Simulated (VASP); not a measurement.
A run of VASP 6.6.1:

Contents of INCAR:

```
ALGO = Normal
DIPOL = 0.5 0.5 0.345
EDIFF = 1E-6
ENCUT = 520
GGA = PE
IDIPOL = 3
ISIF = 2
ISMEAR = -1
LASPH = T
LCHARG = T
LDIPOL = T
LELF = T
LREAL = F
LVACPOTAV = T
LVHAR = T
LWAVE = F
NBANDS = 12
NELM = 60
PREC = Accurate
SIGMA = 0.02
```

The input KPOINTS:

```
k-points
0
Gamma
  12 12 1
```

File POSCAR:

```
Sb
1.0
    4.1051829901      0.0000000000      0.0000000000
   -2.0525914950      3.5551927566      0.0000000000
    0.0000000000      0.0000000000     26.8552477996
Sb
2
Direct
    0.3333333333      0.6666666667      0.3149797958
    0.6666666667      0.3333333333      0.3749272212
```

Potentials or basis: VASP PAW PBE potentials, release 64 (Sb).

The run is started by

```sh
$ cat potpaw_PBE.64/Sb/POTCAR > POTCAR
$ mpirun -np 1 vasp_std > vasp.out
```

Hardware: 1 thread of AMD EPYC 9R45 96-Core Processor (Zen 5), with other jobs on the host.

Task: How long does it take, and how much memory?

Result: Run time: 82 s on 1 thread of AMD EPYC 9R45 96-Core Processor (Zen 5), with other jobs on the host, peak memory 0.46 GiB. Counts: scf iterations 19, k points 19.
